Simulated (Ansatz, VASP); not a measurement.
# GaAs: VASP beside Ansatz

The input INCAR:

```
SYSTEM = GaAs
ALGO = Normal ; EDIFF = 1E-7
ENCUT = 520 ; GGA = PE
ISIF = 2 ; ISMEAR = -1
LASPH = .True. ; LCHARG = .False.
LREAL = .False. ; LWAVE = .False.
NBANDS = 16 ; NELM = 100
PREC = Accurate ; SIGMA = 0.05
```

Contents of KPOINTS:

```
k-points
0
Gamma
  11 11 11
  0 0 0
```

POSCAR

```
GaAs
1.0
    0.0000000000      2.8455714065      2.8455714065
    2.8455714065      0.0000000000      2.8455714065
    2.8455714065      2.8455714065      0.0000000000
Ga As
1 1
Direct
    0.0000000000      0.0000000000      0.0000000000
    0.7500000000      0.7500000000      0.7500000000
```

Input for Ansatz:

```yaml
crystal:
  lattice:
    - [0.0, 2.8455714065, 2.8455714065]
    - [2.8455714065, 0.0, 2.8455714065]
    - [2.8455714065, 2.8455714065, 0.0]
  atoms:
    - { symbol: Ga, position: [0.0, 0.0, 0.0] }
    - { symbol: As, position: [0.75, 0.75, 0.75] }
kpoints:
  mp_grid: { grid: [11, 11, 11] }
  band_path:
    path:
      - [0.0, 0.0, 0.0]
      - [-0.5, -0.5, 0.0]
      - [-0.375, -0.375, 0.25]
      - [-0.375, 0.0, 0.375]
      - [0.0, 0.0, 0.0]
      - [0.0, 0.0, 0.5]
      - [-0.5, -0.25, 0.25]
      - [-0.5, -0.5, 0.0]
    npoints: 5
scf:
  occupations: { method: fermi_dirac, width: 0.05 }
hamiltonian:
  xc: pbe
  pseudopotentials: { kind: all_electron, lapw: { basis_error: 0.0005 } }
output:
  forces: true
  stress: true
  eigenvalues: true
```

Change from the starting cell: volume scaled by 1.02.

Alike in both runs: task single point; functional PBE; k mesh 11 × 11 × 11; occupations fermi-dirac, width 0.05 eV; no spin polarisation.

```csv
,VASP,Ansatz
version,VASP 6.6.1,Ansatz 0.2.0
potentials or method,"VASP PAW PBE potentials, release 64 (Ga_d, As), cutoff 520 eV","all-electron LAPW, scalar-relativistic"
```

|  | VASP | Ansatz | Ansatz less VASP |
| --- | --- | --- | --- |
| pressure (GPa) | 2.0 | 1.9 | -0.18 |

Ansatz ran all-electron here, and VASP with PAW potentials.
